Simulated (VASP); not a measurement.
Set up this calculation in VASP 6.6.1, as the native input.

| Quantity | Value |
| --- | --- |
| Task | single point |
| Functional | LDA |
| Potentials or basis | VASP PAW LDA potentials, release 64 (Li_sv, Hf_pv, N) |
| Cutoff | 750 eV |
| k mesh | 9 × 9 × 6 |
| Occupations | gaussian, width 0.05 eV |
| Spin | no spin polarisation |
| Dipole correction | no |
| Further INCAR settings | ALGO = Normal; EDIFF = 1e-06; NBANDS = 21 |

The structure of Li2HfN2 lies in POSCAR:

```
Li2HfN2
1.0
    3.1076361152      0.0000000000      0.0000000000
   -1.5538180576      2.6912918214      0.0000000000
    0.0000000000      0.0000000000      5.8574827944
Li Hf N
2 1 2
Direct
    0.6666666667      0.3333333333      0.3827885700
    0.3333333333      0.6666666667      0.6172114300
    0.0000000000      0.0000000000      0.0000000000
    0.6666666667      0.3333333333      0.7793848600
    0.3333333333      0.6666666667      0.2206151400
```

This cell differs from its parent crystal: strain -0.040 along x and y, +0.080 along z.

These files were run (other wordings do the same):

INCAR

```
ALGO = Normal
EDIFF = 1E-6
ENCUT = 750
GGA = CA
GGA_COMPAT = False
ISIF = 2
ISMEAR = 0
LASPH = True
LCHARG = False
LREAL = False
LWAVE = False
NBANDS = 21
NELM = 120
PREC = Accurate
SIGMA = 0.05
```

KPOINTS

```
k-points
0
Gamma
  9 9 6
```

Potentials or basis: VASP PAW LDA potentials, release 64 (Li_sv, Hf_pv, N).

The run is started by

```console
$ cat potpaw_LDA.64/Li_sv/POTCAR potpaw_LDA.64/Hf_pv/POTCAR potpaw_LDA.64/N/POTCAR > POTCAR
$ mpirun -np 1 vasp_std > vasp.out
```

Results of the run:

```json
{"Pressure": "-3.3 GPa", "Largest force": "0.728 eV/Å", "Band gap on the k mesh": "1.19 eV (least direct gap 1.99 eV)"}
```

Caveat: the cell differs from its parent crystal (strain -0.040 along x and y, +0.080 along z); the cell stands under tension; spin-orbit coupling is left out, which moves the levels of the heavy elements; an odd mesh through Γ misses points on the zone boundary, where band edges can lie.

Wall time 50 s on 1 thread of Intel(R) Xeon(R) 6975P-C (Granite Rapids) (shared host), peak memory 0.24 GiB.
